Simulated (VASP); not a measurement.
Here is a VASP 6.6.1 calculation.

INCAR

```
PREC     = Accurate       # precision mode
ENCUT    = 500            # plane-wave cutoff, eV
EDIFF    = 1E-7           # SCF threshold, eV
ISMEAR   = 0              # smearing method
SIGMA    = 0.1            # smearing width, eV
LREAL    = F              # projectors in reciprocal space
LASPH    = T              # aspherical terms in the spheres
NELM     = 120            # most SCF steps
ALGO     = Normal         # electronic algorithm
ISIF     = 3              # what is computed and relaxed
LWAVE    = F              # write WAVECAR
LCHARG   = F              # write CHGCAR
GGA      = PE             # functional
IBRION   = 2              # ionic algorithm
NSW      = 100            # ionic steps
EDIFFG   = -0.01          # ionic threshold
GGA_COMPAT= F            
NELMIN   = 4
```

Contents of KPOINTS:

```
Automatic mesh
0
Gamma
  16 16 8
```

Contents of POSCAR:

```
B
1.0
    2.5837567958     -1.4424371132      0.0000000000
    2.5837567958      1.4424371132      0.0000000000
   -1.7335510171      0.0000000000      5.6919341740
B
6
Direct
    0.8396827566      0.8396827566      0.0038312049
    0.1901513982      0.1901513982      0.5701826704
    0.9040345667      0.9040345667      0.7213027235
    0.0959654333      0.0959654333      0.2786972765
    0.8098486018      0.8098486018      0.4298173296
    0.1603172434      0.1603172434      0.9961687951
```

Potentials or basis: VASP PAW PBE potentials, release 64 (B).

Run with:

```bash
$ cat potpaw_PBE.64/B/POTCAR > POTCAR
$ mpirun -np 1 vasp_std > vasp.out
```

Q: Estimate the band gap on the k mesh.

A: Zero (bands 9 and 10 overlap by 3.79 eV).

Q: Predict the space group after relaxing (to 0.1 Å).

A: C2/m (No. 12).

Q: Estimate the relaxed cell.

A: a = 2.957 Å, b = 2.957 Å, c = 5.944 Å, α = 104.66°, β = 104.66°, γ = 58.56°.

Step by step:
| step | energy change (eV) | largest force (eV/Å) | pressure (GPa) | volume (Å³) |
| --- | --- | --- | --- | --- |
| 1 | 0.0000 | 0.2004 | -0.04 | 42.43 |
| 2 | 0.0006 | 0.3602 | 0.08 | 42.42 |
| 3 | -0.0016 | 0.0721 | 0.00 | 42.42 |
| 4 | -0.0021 | 0.0222 | 0.07 | 42.42 |
| 5 | -0.0021 | 0.0275 | 0.09 | 42.42 |
| 6 | -0.0022 | 0.0181 | -0.04 | 42.45 |
| 7 | -0.0022 | 0.0193 | -0.09 | 42.45 |
| 8 | -0.0022 | 0.0123 | -0.02 | 42.45 |
| 9 | -0.0022 | 0.0118 | -0.03 | 42.45 |
| 10 | -0.0022 | 0.0058 | 0.01 | 42.44 |
